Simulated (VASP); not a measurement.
Write the native input for VASP 6.6.1 that does the following.

- Task: single point
- Functional: PBE
- Dispersion: D3(BJ)
- Potentials or basis: VASP PAW PBE potentials, release 64 (Cu, B)
- Cutoff: 520 eV
- k mesh: 2 × 3 × 1
- Occupations: fermi-dirac, width 0.05 eV
- Spin: no spin polarisation
- Dipole correction: no
- Further INCAR settings: LREAL = Auto; ALGO = Normal; EDIFF = 1e-06; NBANDS = 104

The structure of Cu16B lies in POSCAR:

```
Cu16B
1.0
    7.2200000000      0.0000000000      0.0000000000
    0.0000000000      5.1053110000      0.0000000000
    0.0000000000      0.0000000000     14.8289830000
Cu B
16 1
Direct
    0.2500000000      0.2499945645      0.0674355079
    0.7500000000      0.2499945645      0.0674355079
    0.2500000000      0.7500032809      0.0674355079
    0.7500000000      0.7500032809      0.0674355079
   -0.0092520776     -0.0549819590      0.1438601690
    0.4996814404     -0.0009206099      0.1447638048
    0.0114127424      0.4832614507      0.1537462144
    0.4904293629      0.5135044662      0.1545352099
    0.2450554017      0.2641562874      0.2382294187
    0.7581717452      0.2372627250      0.2205815463
    0.2331578947      0.7353910467      0.2440153853
    0.7627839335      0.7282612166      0.2383777768
   -0.0374653740      0.0210760912      0.3122129144
    0.5124930748      0.0062679825      0.3184844166
   -0.0037257618      0.5085488426      0.3246682527
    0.5198753463      0.4708430103      0.3335832268
    0.7556925208      0.2651944220      0.3527483982
```

These files were run (other wordings do the same):

INCAR

```
ALGO = Normal
EDIFF = 1E-6
ENCUT = 520
GGA = PE
ISIF = 2
ISMEAR = -1
IVDW = 12
LASPH = T
LCHARG = T
LELF = T
LREAL = Auto
LVHAR = T
LWAVE = F
NBANDS = 104
NELM = 60
PREC = Accurate
SIGMA = 0.05
```

KPOINTS

```
k-points
0
Gamma
  2 3 1
```

Potentials or basis: VASP PAW PBE potentials, release 64 (Cu, B).

The run is started by

```console
$ cat potpaw_PBE.64/Cu/POTCAR potpaw_PBE.64/B/POTCAR > POTCAR
$ mpirun -np 1 vasp_std > vasp.out
```

It gave:

```json
{
 "Largest force": "1.810 eV/Å",
 "Band gap on the k mesh": "zero (an odd number of electrons rules out a gap without spin polarisation)",
 "Dispersion energy per atom": "-0.336 eV"
}
```

Caveat: the k points lie up to 0.44 Å⁻¹ apart, too coarse for converged energies and pressures of a metal; there is no dipole correction, which matters where the two faces differ.

It took 10 min on 1 thread of Intel(R) Xeon(R) Platinum 8488C (Sapphire Rapids), with other jobs on the host, peak memory 0.58 GiB.
